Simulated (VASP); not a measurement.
Wanted: the native input for a VASP 6.6.1 run.

```
Task                   : single point
Functional             : PBEsol
Potentials or basis    : VASP PAW PBE potentials, release 64 (Ti_sv)
Cutoff                 : 520 eV
k mesh                 : 18 × 18 × 18
Occupations            : gaussian, width 0.1 eV
Spin                   : no spin polarisation
Dipole correction      : no
Further INCAR settings : ALGO = Normal; EDIFF = 1e-06; NBANDS = 12
```

The structure of Ti lies in POSCAR:

```
Ti
1.0
   -1.5889016603      1.5889016603      1.5889016603
    1.5889016603     -1.5889016603      1.5889016603
    1.5889016603      1.5889016603     -1.5889016603
Ti
1
Direct
    0.0000000000      0.0000000000      0.0000000000
```

This cell differs from its parent crystal: volume scaled by 0.97.

One way to write it, as run:

INCAR

```
SYSTEM = Ti
PREC     = Accurate       ! precision mode
ENCUT    = 520            ! plane-wave cutoff, eV
EDIFF    = 1E-6           ! SCF threshold, eV
ISMEAR   = 0              ! smearing method
SIGMA    = 0.1            ! smearing width, eV
LREAL    = .FALSE.        ! projectors in reciprocal space
LASPH    = .TRUE.         ! aspherical terms in the spheres
NELM     = 100            ! most SCF steps
ALGO     = Normal         ! electronic algorithm
ISIF     = 2              ! what is computed and relaxed
LWAVE    = .FALSE.        ! write WAVECAR
LCHARG   = .TRUE.         ! write CHGCAR
GGA      = PS             ! functional
LELF     = .TRUE.         ! ELF
LVHAR    = .TRUE.       
NBANDS   = 12             ! bands
```

KPOINTS

```
Automatic mesh
0
G
  18 18 18
  0 0 0
```

Potentials or basis: VASP PAW PBE potentials, release 64 (Ti_sv).

Launch:

```console
$ cat potpaw_PBE.64/Ti_sv/POTCAR > POTCAR
$ mpirun -np 1 vasp_std > vasp.out
```

Results of the run:

The pressure is 3.3 GPa. The band gap on the k mesh is zero (band 6 reaches 9.85 eV, above the bottom of band 7 at 8.21 eV).

Caveat: the PAW data sets were made with another functional, which shifts forces and pressure a little.

It took 20 s on 1 thread of Intel Xeon 6975P-C, on a shared host, peak memory 0.15 GiB.
